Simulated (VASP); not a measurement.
Input of a VASP 6.6.1 run:

The input INCAR:

```
PREC = Accurate ; ENCUT = 520
EDIFF = 1E-6 ; ISMEAR = 0
SIGMA = 0.01 ; LREAL = F
LASPH = T ; NELM = 80
ALGO = Normal ; ISIF = 2
LWAVE = F ; LCHARG = F
GGA = PE ; NBANDS = 12
```

KPOINTS

```
regular mesh
0
Gamma
  6 6 6
```

The input POSCAR:

```
LiCl
1.0
    0.0443470373      2.5560252063      2.5560252063
    2.5560252063      0.0443470373      2.5560252063
    2.6003722436      2.6003722436      0.0000000000
Li Cl
1 1
Direct
    0.0000000000      0.0000000000      0.0000000000
    0.5000000000      0.5000000000      0.5000000000
```

Potentials or basis: VASP PAW PBE potentials, release 64 (Li_sv, Cl).

Run with:

```console
$ cat potpaw_PBE.64/Li_sv/POTCAR potpaw_PBE.64/Cl/POTCAR > POTCAR
$ mpirun -np 1 vasp_std > vasp.out
```

Problem. Estimate the band gap on the k mesh.

Solution. 6.29 eV, direct.

Caveat: the cell differs from its parent crystal (shear xy strain +3.5%). A k mesh can miss the band edges.
